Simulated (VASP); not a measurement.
## SiC: single point with PBE

The system is SiC.

```xyz
4
Lattice="1.4657 0.8462 5.3212 -1.4657 0.8462 5.3212 0.0000 -1.6925 5.3212" Properties=species:S:1:pos:R:3 pbc="T T T"
C     0.0000    0.0000    7.1892
C     0.0000    0.0000    8.7745
Si    0.0000    0.0000   14.7845
Si    0.0000    0.0000    1.1792
```

This cell differs from its parent crystal: biaxial xy strain -4.9%.

```yaml
Program: VASP 6.6.1
Task: single point
Functional: PBE
Potentials_or_basis: VASP PAW PBE potentials, release 64 (C, Si)
Cutoff: 520 eV
k_mesh: 10 × 10 × 10
Occupations: fermi-dirac, width 0.02 eV
Spin: no spin polarisation
```

```
Pressure               : 27.2 GPa
Largest force          : 0.360 eV/Å
Band gap on the k mesh : zero (band 8 reaches 9.94 eV, above the bottom of band 9 at 9.60 eV)
```

Forces on the atoms (eV/Å):
```
C    0.000  0.000  0.360
C    0.000  0.000 -0.360
Si   0.000  0.000  0.300
Si   0.000  0.000 -0.300
```

Stress tensor (GPa, compression positive):
```
36.58  0.00  0.00
 0.00 36.58  0.00
 0.00  0.00  8.42
```

Levels at points of the mesh, in eV from the Fermi level:
```
           k point  band 4  band 5  band 6  band 7  band 8  band 9  band 10  band 11  band 12  band 13
(0.00, 0.00, 0.00)   -2.64   -2.64   -1.83    0.00    0.00    2.83     4.87     6.82     6.82     7.20
(0.50, 0.00, 0.00)   -7.64   -6.33   -4.42   -4.41   -2.09    1.91     3.74     3.85     6.42     7.55
(0.50, 0.50, 0.00)   -8.90   -5.73   -4.58   -1.90   -1.66   -0.34     2.27     4.08     5.91     5.95
(0.50, 0.50, 0.50)   -5.85   -2.65   -2.65   -0.01   -0.01    4.77     6.09     6.42     6.42     7.21
```

Run time: 93 s on 1 thread of Intel(R) Xeon(R) 6975P-C (Granite Rapids) (shared host), peak memory 0.26 GiB.

Caveat: the cell differs from its parent crystal (biaxial xy strain -4.9%).
